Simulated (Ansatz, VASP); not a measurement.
# AgCl in VASP and in Ansatz

Contents of INCAR:

```
SYSTEM = AgCl
ALGO     = Normal         ! electronic algorithm
EDIFF    = 1E-6           ! SCF threshold, eV
ENCUT    = 520            ! plane-wave cutoff, eV
GGA_COMPAT= .FALSE.      
ISIF     = 2              ! what is computed and relaxed
ISMEAR   = 0              ! smearing method
LASPH    = .TRUE.         ! aspherical terms in the spheres
LCHARG   = .TRUE.         ! write CHGCAR
LMAXMIX  = 4              ! l up to which the mixer works
LORBIT   = 11             ! projections on sites
LORBMOM  = .TRUE.       
LREAL    = .FALSE.        ! projectors in reciprocal space
LSORBIT  = .TRUE.         ! spin-orbit coupling
LVHAR    = .TRUE.       
LWAVE    = .FALSE.        ! write WAVECAR
MAGMOM   = 0 0 0 0 0 0    ! initial moments
NBANDS   = 30             ! bands
NELM     = 150            ! most SCF steps
PREC     = Accurate       ! precision mode
SIGMA    = 0.01           ! smearing width, eV
```

Contents of KPOINTS:

```
k-points
0
G
  8 8 8
  0 0 0
```

POSCAR

```
AgCl
1.0
    0.0000000000      2.6770631764      2.6770631764
    2.6770631764      0.0000000000      2.6770631764
    2.6770631764      2.6770631764      0.0000000000
Ag Cl
1 1
Direct
    0.0018677183      0.0018677183      0.0018677183
    0.5000000000      0.5000000000      0.5000000000
```

Input for Ansatz:

```yaml
crystal:
  lattice:
    - [0.0, 2.67706317636, 2.67706317636]
    - [2.67706317636, 0.0, 2.67706317636]
    - [2.67706317636, 2.67706317636, 0.0]
  atoms:
    - { symbol: Ag, position: [0.001867718343, 0.001867718343, 0.001867718343] }
    - { symbol: Cl, position: [0.5, 0.5, 0.5] }
kpoints:
  mp_grid: { grid: [8, 8, 8] }
scf:
  occupations: { method: fixed }
  convergence: { dr2_threshold: 1.0e-10 }
hamiltonian:
  xc: lda
  pseudopotentials: { kind: all_electron, lapw: { basis_error: 0.0005 } }
magnetization:
  noncollinear: true
  spin_orbit: true
output:
  forces: true
  stress: true
  eigenstates:
    kpoints:
      - [0.0, 0.0, 0.0]
      - [0.0, -0.5, 0.0]
      - [-0.5, 0.0, 0.0]
      - [0.0, 0.0, -0.5]
      - [-0.5, -0.5, -0.5]
      - [-0.5, 0.0, -0.5]
      - [0.0, -0.5, -0.5]
      - [-0.5, -0.5, 0.0]
  eigenvalues: true
```

Change from the starting cell: atom 1 moved by [0.01, 0.01, 0.01] A.

Alike in both runs: task single point; functional LDA; k mesh 8 × 8 × 8; non-collinear spin, spin-orbit coupling.

|  | VASP | Ansatz |
| --- | --- | --- |
| version | VASP 6.6.1 | Ansatz 0.2.0 |
| potentials or method | VASP PAW LDA potentials, release 64 (Ag, Cl), cutoff 520 eV | all-electron LAPW |
| occupations | gaussian, width 0.01 eV | fixed |

|  | VASP | Ansatz | Ansatz less VASP |
| --- | --- | --- | --- |
| pressure (GPa) | 0.0 | 0.0 | -0.01 |
| rms of the force components (eV/Å) | 0.017 | 0.016 | -0.0003 |

LDA's correlation is that of Perdew and Zunger in VASP and of Perdew and Wang (1992) in Ansatz. Atom by atom the forces differ by 0.000 eV/Å (rms over components). Ansatz ran all-electron here, and VASP with PAW potentials.
